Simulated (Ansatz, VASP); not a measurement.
**AgBr in VASP and in Ansatz**

Contents of INCAR:

```
  ALGO = Normal
  EDIFF = 1E-6
  ENCUT = 500
  GGA = PS
  GGA_COMPAT = F
  ISIF = 2
  ISMEAR = -1
  LASPH = T
  LCHARG = T
  LELF = T
  LREAL = F
  LVHAR = T
  LWAVE = F
  NBANDS = 16
  NELM = 120
  PREC = Accurate
  SIGMA = 0.02
```

The input KPOINTS:

```
k-points
0
Gamma
  7 7 7
```

POSCAR

```
AgBr
1.0
    0.0000000000      2.8763975868      2.8763975868
    2.8763975868      0.0000000000      2.8763975868
    2.8763975868      2.8763975868      0.0000000000
Ag Br
1 1
Direct
    0.5000000000      0.5000000000      0.5000000000
    0.0000000000      0.0000000000      0.0000000000
```

Input for Ansatz:

```yaml
crystal:
  lattice:
    - [0.0, 2.8763975868, 2.8763975868]
    - [2.8763975868, 0.0, 2.8763975868]
    - [2.8763975868, 2.8763975868, 0.0]
  atoms:
    - { symbol: Ag, position: [0.5, 0.5, 0.5] }
    - { symbol: Br, position: [0.0, 0.0, 0.0] }
kpoints:
  mp_grid: { grid: [7, 7, 7] }
  band_path:
    path:
      - [0.0, 0.0, 0.0]
      - [0.5, 0.0, 0.5]
      - [0.625, 0.25, 0.625]
      - [0.375, 0.375, 0.75]
      - [0.0, 0.0, 0.0]
      - [0.5, 0.5, 0.5]
      - [0.5, 0.25, 0.75]
      - [0.5, 0.0, 0.5]
    npoints: 5
scf:
  occupations: { method: fermi_dirac, width: 0.02 }
hamiltonian:
  xc: pbesol
  pseudopotentials: { kind: all_electron, lapw: { basis_error: 0.0005 } }
output:
  forces: true
  stress: true
  eigenvalues: true
```

Change from the starting cell: volume scaled by 0.99.

Alike in both runs: task single point; functional PBEsol; k mesh 7 × 7 × 7; occupations fermi-dirac, width 0.02 eV; no spin polarisation.

|  | VASP | Ansatz |
| --- | --- | --- |
| version | VASP 6.6.1 | Ansatz 0.2.0 |
| potentials or method | VASP PAW PBE potentials, release 64 (Ag, Br), cutoff 500 eV | all-electron LAPW, scalar-relativistic |

```tsv
	VASP	Ansatz	Ansatz less VASP
pressure (GPa)	-1.9	-1.9	+0.02
```

VASP's potentials were made for PBE, not for PBEsol. Ansatz ran all-electron here, and VASP with PAW potentials.
